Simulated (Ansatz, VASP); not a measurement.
Se: VASP beside Ansatz

```
Se
1.0
     4.48005    0.00000    0.00000
    -2.24002    3.87984    0.00000
     0.00000    0.00000    4.10243
Se
2
Direct
  0.33333 0.66667 0.00000
  0.66667 0.33333 0.00000
```

Alike in both runs: functional PBE; k mesh 12 × 12 × 12; occupations gaussian, width 0.1 eV; no spin polarisation.

Ansatz relaxed the structure, and its values are those at the end. VASP's run is a single point on that final structure, the one shown.

|  | VASP | Ansatz |
| --- | --- | --- |
| version | VASP 6.6.1 | Ansatz 0.2.0 |
| potentials or method | VASP PAW PBE potentials, release 64 (Se), cutoff 520 eV | scalar-relativistic, plane waves, PAW |
| valence electrons in the cell | 12 | 32 |

|  | VASP | Ansatz | Ansatz less VASP |
| --- | --- | --- | --- |
| gap on the k mesh at the Fermi level (eV) | none | none | - |
| pressure (GPa) | 0.0 | 0.0 | -0.02 |

A gap of «none» marks a metal or a gap that the smearing closes. VASP's potentials hold 12 valence electrons a cell and Ansatz's 32, so a difference there can come from the potentials and not from the codes.
